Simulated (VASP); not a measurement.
Runs of VASP 6.6.1 on Ta3Si3N. The structure is that of space group Pm-3m (No. 221), or close to it. The cells are those of the table. 

```csv
task,cell,k mesh,cutoff (eV),gap on the mesh (eV),pressure (GPa),relaxed volume (Å³/atom)
single point,"a = 4.970 Å, 7 atoms",4 × 4 × 4,520,none,0.1,-
single point,"a = 4.974 Å, 7 atoms",8 × 8 × 8,520,none,0.0,-
relaxation of cell and atoms,"relaxed from a = 4.970 Å, 7 atoms",8 × 8 × 8,600,none,0.0,(a)
relaxation of cell and atoms,"relaxed from a = 4.523 Å, 7 atoms",4 × 4 × 4,600,none,0.0,17.54
```

Alike in all rows: level PBE; potentials or basis VASP PAW PBE potentials, release 64 (Ta_pv, Si, N); no spin polarisation; smearing gaussian 0.1 eV.

Q: Fill in the values left out.

A: (a) 17.58.

Caveats: spin-orbit coupling is left out, which moves the levels of the heavy elements; the volume moved by over 15 % at a fixed basis, so the end points are rough (some runs).

A k mesh can miss the band edges, and the runs leave out spin-orbit coupling on Ta.

A gap of «none» marks levels without a gap at the run's occupations.
